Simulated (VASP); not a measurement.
A run of VASP 6.6.1:

File INCAR:

```
SYSTEM = HfO2
ALGO = Normal ; EDIFF = 1E-6
ENCUT = 520 ; GGA = PS
ISIF = 2 ; ISMEAR = 0
LASPH = .TRUE. ; LCHARG = .FALSE.
LREAL = .FALSE. ; LWAVE = .FALSE.
NBANDS = 18 ; NELM = 60
PREC = Accurate ; SIGMA = 0.05
```

KPOINTS

```
k-points
0
G
  8 8 8
  0 0 0
```

Contents of POSCAR:

```
HfO2
1.0
    0.0000000000      2.6103397544      2.3455226779
    2.6103397544      0.0000000000      2.3455226779
    2.6103397544      2.6103397544      0.0000000000
Hf O
1 2
Direct
   -0.0014678348      0.0014678348      0.0014678348
    0.2581877273      0.2418122727      0.2418122727
    0.7581877273      0.7418122727      0.7418122727
```

Potentials or basis: VASP PAW PBE potentials, release 64 (Hf_pv, O).

Launch:

```console
$ cat potpaw_PBE.64/Hf_pv/POTCAR potpaw_PBE.64/O/POTCAR > POTCAR
$ mpirun -np 1 vasp_std > vasp.out
```

Hardware: 1 thread of AMD EPYC 7R13, on a shared host.

**Question.** How long does it take, and how much memory?

**Answer.** Run time: 72 s on 1 thread of AMD EPYC 7R13, on a shared host, peak memory 0.16 GiB. Counts: scf iterations 13, k points 95.
